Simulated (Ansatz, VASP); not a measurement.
## C in VASP and in Ansatz

```
CELL_PARAMETERS angstrom
2.46571 0.00000 0.00000
-1.23285 2.13536 0.00000
0.00000 0.00000 26.00000
ATOMIC_POSITIONS crystal
C 0.00000 0.00000 0.50000
C 0.66667 0.33333 0.50000
```

Alike in both runs: functional PBE; dispersion D3(BJ); k mesh 21 × 21 × 1; occupations gaussian, width 0.1 eV; no spin polarisation.

Ansatz relaxed the structure, and its values are those at the end. VASP's run is a single point on that final structure, the one shown.

|  | VASP | Ansatz |
| --- | --- | --- |
| version | VASP 6.6.1 | Ansatz 0.2.0 |
| potentials or method | VASP PAW PBE potentials, release 64 (C), cutoff 520 eV | scalar-relativistic, plane waves, PAW |
| valence electrons in the cell | 8 | 8 |

```csv
,VASP,Ansatz,Ansatz less VASP
gap on the k mesh at the Fermi level (eV),none,none,-
"work function, face that differs most (eV)",4.24,4.24,-0.001
```

A gap of «none» marks a metal or a gap that the smearing closes. Ansatz's warnings: xc potential rough in thin density.
